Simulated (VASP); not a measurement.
# SrCl2 (Fm-3m) in VASP: single point with LDA

Aim: the single point of SrCl2 with LDA.

All numbers are computed with VASP 6.6.1; they aren't measurements. Logs are shortened: lines on timing, memory, paths and dates and some standing lists are left out, and cuts for length are marked.

### Step 1. The cell of the first run

Symmetry: Fm-3m, No. 225, cubic system. The conventional cell has a = 7.063 Å, b = 7.063 Å, c = 7.063 Å, α = 90.00°, β = 90.00°, γ = 90.00°. Sr (site symmetry m-3m) has 8 Cl at 3.06 Å within 4.0 Å. Within 4.0 Å of Cl (site symmetry -43m) lie 4 Sr at 3.06 Å and 6 Cl at 3.53 Å.

### Step 2. Single point, LDA (29.36 Å³/atom)

Contents of INCAR:

```
PREC     = Accurate       # precision mode
ENCUT    = 520            # plane-wave cutoff, eV
EDIFF    = 1E-6           # SCF threshold, eV
ISMEAR   = -1             # smearing method
SIGMA    = 0.01           # smearing width, eV
LREAL    = F              # projectors in reciprocal space
LASPH    = T              # aspherical terms in the spheres
NELM     = 100            # most SCF steps
ALGO     = Normal         # electronic algorithm
ISIF     = 2              # what is computed and relaxed
LWAVE    = F              # write WAVECAR
LCHARG   = T              # write CHGCAR
LELF     = T              # ELF
LVHAR    = T            
NBANDS   = 19             # bands
```

Contents of KPOINTS:

```
Automatic mesh
0
Gamma
  8 8 8
```

Contents of POSCAR:

```
SrCl2
1.0
    0.0000000000      3.5313671020      3.5313671020
    3.5313671020      0.0000000000      3.5313671020
    3.5313671020      3.5313671020      0.0000000000
Sr Cl
1 2
Direct
    0.0000000000      0.0000000000      0.0000000000
    0.2500000000      0.2500000000      0.2500000000
    0.7500000000      0.7500000000      0.7500000000
```

Potentials or basis: VASP PAW LDA potentials, release 64 (Sr_sv, Cl).

The run is started by

```bash
cat potpaw_LDA.64/Sr_sv/POTCAR potpaw_LDA.64/Cl/POTCAR > POTCAR
mpirun -np 1 vasp_std > vasp.out
```

OUTCAR:

```text
PREC = Accurate
   ENCUT = 520
   EDIFF = 1E-6
   ISMEAR = -1
   LREAL = F
   LASPH = T
   NELM = 100
   ISIF = 2

 ion  position               nearest neighbor table
   1  0.000  0.000  0.000-   3 3.06   3 3.06   3 3.06   2 3.06   2 3.06   2 3.06   3 3.06   2 3.06

   2  0.250  0.250  0.250-   1 3.06   1 3.06   1 3.06   1 3.06
   3  0.750  0.750  0.750-   1 3.06   1 3.06   1 3.06   1 3.06

  LATTYP: Found a face centered cubic cell.
 ALAT       =     7.0627342040

  Lattice vectors:

 A1 = (   0.0000000000,   3.5313671020,   3.5313671020)
 A2 = (   3.5313671020,   0.0000000000,   3.5313671020)
 A3 = (   3.5313671020,   3.5313671020,   0.0000000000)

Analysis of symmetry for initial positions (statically):
=====================================================================
 Subroutine PRICEL returns:
 Original cell was already a primitive cell.

 Routine SETGRP: Setting up the symmetry group for a
 face centered cubic supercell.

 Subroutine GETGRP returns: Found 48 space group operations
 (whereof 48 operations were pure point group operations)
 out of a pool of 48 trial point group operations.

The static configuration has the point symmetry O_h .

Analysis of symmetry for dynamics (positions and initial velocities):
=====================================================================
 Subroutine PRICEL returns:
 Original cell was already a primitive cell.

 Routine SETGRP: Setting up the symmetry group for a
 face centered cubic supercell.

 Subroutine GETGRP returns: Found 48 space group operations
 (whereof 48 operations were pure point group operations)
 out of a pool of 48 trial point group operations.

The dynamic configuration has the point symmetry O_h .

 Subroutine INISYM returns: Found 48 space group operations
 (whereof 48 operations are pure point group operations),
 and found     1 'primitive' translations

----------------------------------------------------------------------------------------

                                     Primitive cell

  volume of cell :      88.0762

  direct lattice vectors                    reciprocal lattice vectors
     0.000000000  3.531367102  3.531367102    -0.141588225  0.141588225  0.141588225
     3.531367102  0.000000000  3.531367102     0.141588225 -0.141588225  0.141588225
     3.531367102  3.531367102  0.000000000     0.141588225  0.141588225 -0.141588225

  length of vectors
     4.994107249  4.994107249  4.994107249     0.245238000  0.245238000  0.245238000

  position of ions in fractional coordinates (direct lattice)
     0.000000000  0.000000000  0.000000000
     0.250000000  0.250000000  0.250000000
     0.750000000  0.750000000  0.750000000

  ion indices of the primitive-cell ions
   primitive index   ion index
                 1           1
                 2           2
                 3           3

----------------------------------------------------------------------------------------

 KPOINTS: Automatic mesh

Automatic generation of k-mesh.
 Grid dimensions read from file:
 generate k-points for:    8    8    8

 Generating k-lattice:

  Cartesian coordinates                     Fractional coordinates (reciprocal lattice)
    -0.017698528  0.017698528  0.017698528     0.125000000  0.000000000  0.000000000
     0.017698528 -0.017698528  0.017698528     0.000000000  0.125000000  0.000000000
     0.017698528  0.017698528 -0.017698528     0.000000000  0.000000000  0.125000000

  Length of vectors
     0.030654750  0.030654750  0.030654750

  Shift w.r.t. Gamma in fractional coordinates (k-lattice)
     0.000000000  0.000000000  0.000000000

 Subroutine IBZKPT returns following result:
 ===========================================

 Found     29 irreducible k-points:

 Following reciprocal coordinates:
            Coordinates               Weight
  0.000000  0.000000  0.000000      1.000000
  0.125000  0.000000  0.000000      8.000000
  0.250000  0.000000  0.000000      8.000000
  0.375000  0.000000  0.000000      8.000000
  0.500000  0.000000  0.000000      4.000000
  0.125000  0.125000  0.000000      6.000000
[... 16 lines left out ...]
  0.500000  0.250000  0.125000     48.000000
 -0.375000  0.250000  0.125000     24.000000
 [... further k-points ...]
   k-points           NKPTS =     29   k-points in BZ     NKDIM =     29   number of bands    NBANDS=     19
   number of dos      NEDOS =    301   number of ions     NIONS =      3
   total plane-waves  NPLWV =  64000
   dimension x,y,z NGX =    40 NGY =   40 NGZ =   40
   dimension x,y,z NGXF=    80 NGYF=   80 NGZF=   80
   ions per type =               1   2
   NGX,Y,Z   is equivalent  to a cutoff of  13.32, 13.32, 13.32 a.u.
   NGXF,Y,Z  is equivalent  to a cutoff of  26.63, 26.63, 26.63 a.u.
 SYSTEM =  unknown system
   PREC   = accura    normal or accurate (medium, high low for compatibility)
   ISTART =      0    job   : 0-new  1-cont  2-samecut
   ICHARG =      2    charge: 1-file 2-atom 10-const
   ISPIN  =      1    spin polarized calculation?
   LNONCOLLINEAR =      F non collinear calculations
   LSORBIT =      F    spin-orbit coupling
   LASPH  =      T    aspherical Exc in radial PAW
   ENCUT  =  520.0 eV  38.22 Ry    6.18 a.u.   9.29  9.29  9.29*2*pi/ulx,y,z
   NELM   =    100;   NELMIN=  2; NELMDL= -5     # of ELM steps
   EDIFF  = 0.1E-05   stopping-criterion for ELM
   LREAL  =      F    real-space projection
   EDIFFG = 0.1E-04   stopping-criterion for IOM
   NSW    =      0    number of steps for IOM
   IBRION =     -1    ionic relax: 0-MD 1-quasi-New 2-CG
   NFREE  =      0    steps in history (QN), initial steepest desc. (CG)
   ISIF   =      2    stress and relaxation
   ISYM   =      2    0-nonsym 1-usesym 2-fastsym
   POTIM  = 0.5000    time-step for ionic-motion
   TEBEG  =    0.0;   TEEND  =   0.0 temperature during run
   PSTRESS=    0.0 pullay stress
   NELECT =      24.0000    total number of electrons
   NUPDOWN=      -1.0000    fix difference up-down
   EMIN   =  10.00;   EMAX   =-10.00  energy-range for DOS
   EFERMI =   0.00;   METHOD = LEGACY
   ISMEAR =    -1;   SIGMA  =   0.01  broadening in eV -4-tet -1-fermi 0-gaus
   EFERMI_NEDOS =   21; number of points for ismear=-14 and -15
   IALGO  =     38    algorithm
   IMIX   =      4    mixing-type and parameters
     AMIX     =   0.40;   BMIX     =  1.00
     AMIX_MAG =   1.60;   BMIX_MAG =  1.00
  volume/ion in A,a.u.               =      29.36       198.12
  Fermi-wavevector in a.u.,A,eV,Ry     =   1.061351  2.005663 15.326501  1.126466
  Thomas-Fermi vector in A             =   2.196764
   LORBIT       =      0    0 simple, 1 ext, 2 COOP (PROOUT), +10 PAW based schemes
   GGA     = CA    functional components
   LHFCALC =     F    Hartree Fock is set to
   AEXX    =    0.0000 exact exchange contribution
   IVDW    =     0    specifies the selected vdW correction
   LEPSILON=     F    determine dielectric tensor
   LRPA    =     F    only Hartree local field effects (RPA)
 non-spin polarized calculation
  energy-cutoff  :      520.00
  volume of cell :       88.08
 maximum number of plane-waves:      2421
 NGX is ok and might be reduce to    40
   NGX = 19   NGY = 19   NGZ = 19

 number of electron      23.9999996 magnetization

 Free energy of the ion-electron system (eV)
  ---------------------------------------------------
  ext. energy  EPLUGINS =         0.00000000
  ---------------------------------------------------
  free energy    TOTEN  =       -13.96167292 eV

  energy without entropy =      -13.96167292  energy(sigma->0) =      -13.96167292

 E-fermi :  -0.0703     XC(G=0):  -8.6448

 val. band max:       -0.2781032236   @ k =   0.5000   0.5000   0.0000
 cond. band min:       4.4720696854   @ k =   0.0000   0.0000   0.0000
 fundamental gap:      4.7501729090
 Fermi energy:        -0.0703176078

 k-point     1 :       0.0000    0.0000    0.0000
  band No.  band energies     occupation
      1     -33.0908      2.00000
      2     -15.1750      2.00000
      3     -15.1750      2.00000
      4     -15.1750      2.00000
      5     -13.4019      2.00000
      6     -12.5934      2.00000
[... 11 lines left out ...]
     18       8.3597      0.00000
     19       8.6921      0.00000

 k-point     2 :       0.1250    0.0000    0.0000
  band No.  band energies     occupation
      1     -33.0904      2.00000
      2     -15.2176      2.00000
      3     -15.1768      2.00000
      4     -15.1768      2.00000
      5     -13.3234      2.00000
      6     -12.6260      2.00000
[... 11 lines left out ...]
     18       8.2033      0.00000
     19       8.9842      0.00000

 k-point     3 :       0.2500    0.0000    0.0000
  band No.  band energies     occupation
      1     -33.0894      2.00000
      2     -15.3076      2.00000
      3     -15.1812      2.00000
      4     -15.1812      2.00000
      5     -13.1555      2.00000
      6     -12.6916      2.00000
[... 11 lines left out ...]
     18       8.0372      0.00000
     19       8.8525      0.00000

 k-point     4 :       0.3750    0.0000    0.0000
  band No.  band energies     occupation
      1     -33.0885      2.00000
      2     -15.3841      2.00000
      3     -15.1855      2.00000
      4     -15.1855      2.00000
      5     -13.0401      2.00000
      6     -12.7127      2.00000
[... 407 lines left out ...]
     18       7.9491      0.00000
     19       8.8102      0.00000

 k-point    23 :       0.5000    0.2500    0.1250
  band No.  band energies     occupation
      1     -33.0879      2.00000
      2     -15.3717      2.00000
      3     -15.2482      2.00000
      4     -15.1917      2.00000
      5     -12.9158      2.00000
      6     -12.7677      2.00000
[... 11 lines left out ...]
     18       7.8978      0.00000
     19       8.8933      0.00000

 k-point    24 :      -0.3750    0.2500    0.1250
  band No.  band energies     occupation
      1     -33.0876      2.00000
      2     -15.3788      2.00000
      3     -15.2668      2.00000
      4     -15.1939      2.00000
      5     -12.9044      2.00000
      6     -12.7446      2.00000
[... 11 lines left out ...]
     18       8.0995      0.00000
     19       8.6502      0.00000

 [... further k-points ...]

------------------------ aborting loop because EDIFF is reached ----------------------------------------

  FORCE on cell =-STRESS in cart. coord.  units (eV):
  Direction    XX          YY          ZZ          XY          YZ          ZX
  --------------------------------------------------------------------------------------
  -------------------------------------------------------------------------------------
  Total       -2.0763486     -2.0763486     -2.0763486      0.0000000      0.0000000      0.0000000
  in kB      -37.7704582    -37.7704582    -37.7704582      0.0000000      0.0000000      0.0000000
  external PRESSURE =     -37.7704582 kB  Pullay stress =       0.0000000 kB

 VOLUME and BASIS-vectors are now :
 -----------------------------------------------------------------------------
  energy-cutoff  :      520.00
  volume of cell :       88.08
      direct lattice vectors                 reciprocal lattice vectors
     0.000000000  3.531367102  3.531367102    -0.141588225  0.141588225  0.141588225
     3.531367102  0.000000000  3.531367102     0.141588225 -0.141588225  0.141588225
     3.531367102  3.531367102  0.000000000     0.141588225  0.141588225 -0.141588225

 POSITION                                       TOTAL-FORCE (eV/Angst)
 -----------------------------------------------------------------------------------
      0.00000      0.00000      0.00000         0.000000      0.000000      0.000000
      1.76568      1.76568      1.76568        -0.000000     -0.000000     -0.000000
      5.29705      5.29705      5.29705         0.000000      0.000000     -0.000000
 -----------------------------------------------------------------------------------
    total drift:                               -0.000000     -0.000000      0.000000

  FREE ENERGIE OF THE ION-ELECTRON SYSTEM (eV)
  ---------------------------------------------------
  free  energy   TOTEN  =       -13.9616729172 eV

  energy  without entropy=      -13.9616729172  energy(sigma->0) =      -13.96167292
```

Run time: 33 s. Hardware: 1 thread of Intel Xeon Platinum 8488C (Sapphire Rapids), shared host; peak memory 0.21 GiB.

Results:

- Free energy: -13.9617 eV
- Pressure: -3.8 GPa
- Band gap on the k mesh: 4.75 eV (least direct gap 5.08 eV)

Caveat: the cell stands under tension.
